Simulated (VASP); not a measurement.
Nd3Si2I:

```
Nd Si I
1.0
     3.60806    2.08311    3.98181
    -3.60806    2.08311    3.98181
     0.00000   -4.16623    3.98181
Nd Si I
3 2 1
Cartesian
  1.6190 -0.9348 8.3773
  0.0000 1.8695 8.3773
  -1.6190 -0.9348 8.3773
  0.0000 0.0000 0.4793
  0.0000 0.0000 3.6049
  0.0000 0.0000 10.6198
```

The cell was generated, and may not be a known phase.

| Quantity | Value |
| --- | --- |
| Program | VASP 6.6.1 |
| Task | relaxation of cell and atoms |
| Functional | PBE |
| Potentials or basis | VASP PAW PBE potentials, release 64 (Nd_3, Si, I), 4f in core |
| Cutoff | 500 eV |
| k mesh | 2 × 2 × 2 |
| Occupations | gaussian, width 0.15 eV |
| Spin | no spin polarisation |

At the start: pressure 31.0 GPa; volume 29.93 Å³/atom.

Q: Where does the relaxation end?

A: Over 25 steps the energy falls by 2523.8 meV/atom and the volume is 33.37 Å³/atom (+11.5 %); space group R3m (No. 160, to 0.1 Å) before and after.

Step by step:
| step | energy change (eV) | largest force (eV/Å) | pressure (GPa) | volume (Å³) |
| --- | --- | --- | --- | --- |
| 1 | 0.0000 | 30.0281 | 31.05 | 179.56 |
| 2 | -1.9959 | 16.0142 | 6.42 | 370.83 |
| 3 | -3.5525 | 14.5806 | 5.65 | 347.47 |
| 4 | -4.8090 | 13.5175 | 5.13 | 328.06 |
| 5 | -8.8113 | 10.2899 | 5.89 | 247.04 |
| 6 | -9.2553 | 8.3837 | 9.86 | 211.69 |
| 7 | -9.2680 | 9.2928 | 8.06 | 223.82 |
| 8 | -11.5171 | 1.2027 | -4.89 | 299.64 |
| 9 | -11.9403 | 1.6572 | -3.05 | 270.42 |
| 10 | -11.9418 | 1.6798 | -2.93 | 269.22 |
| 11 | -12.6605 | 2.2279 | -2.07 | 249.67 |
| 12 | -13.2514 | 1.9146 | 3.41 | 210.42 |
| 13 | -13.3000 | 2.3940 | 0.96 | 222.12 |
| 14 | -13.3166 | 2.2876 | 1.66 | 218.22 |
| 15 | -13.7069 | 1.8850 | 1.62 | 214.98 |
| 16 | -13.7388 | 2.4536 | 1.79 | 213.85 |
| 17 | -14.1835 | 1.8078 | -0.18 | 217.71 |
| 18 | -14.4355 | 1.5477 | -2.47 | 222.41 |
| 19 | -14.7333 | 1.2774 | -2.21 | 213.98 |
| 20 | -14.8397 | 1.0136 | -1.73 | 206.92 |
| 21 | -15.0356 | 1.0197 | 0.07 | 198.36 |
| 22 | -15.0589 | 0.9953 | 1.12 | 194.44 |
| 23 | -15.1231 | 0.4823 | 0.63 | 196.64 |
| 24 | -15.1389 | 0.1903 | 0.33 | 198.49 |
| 25 | -15.1430 | 0.0702 | -0.14 | 200.19 |

Final structure:
```cif
data_structure
_symmetry_space_group_name_H-M 'P 1'
_symmetry_Int_Tables_number 1
_cell_length_a 6.4932
_cell_length_b 6.4932
_cell_length_c 6.4932
_cell_angle_alpha 61.521
_cell_angle_beta 61.521
_cell_angle_gamma 61.521
_cell_volume 200.19
loop_
_atom_site_label
_atom_site_type_symbol
_atom_site_fract_x
_atom_site_fract_y
_atom_site_fract_z
_atom_site_occupancy
Nd1 Nd 0.84763 0.33735 0.84763 1
Nd2 Nd 0.84763 0.84763 0.33735 1
Nd3 Nd 0.33735 0.84763 0.84763 1
Si1 Si 0.15502 0.15502 0.15502 1
Si2 Si 0.30371 0.30371 0.30371 1
I1 I 0.84350 0.84350 0.84350 1
```

Caveat: the k points lie up to 0.58 Å⁻¹ apart in the final cell; the run has no spin polarisation, though such a crystal can be magnetic; the relaxation stopped at a loose force limit of 0.08 eV/Å, so its end isn't a converged minimum.
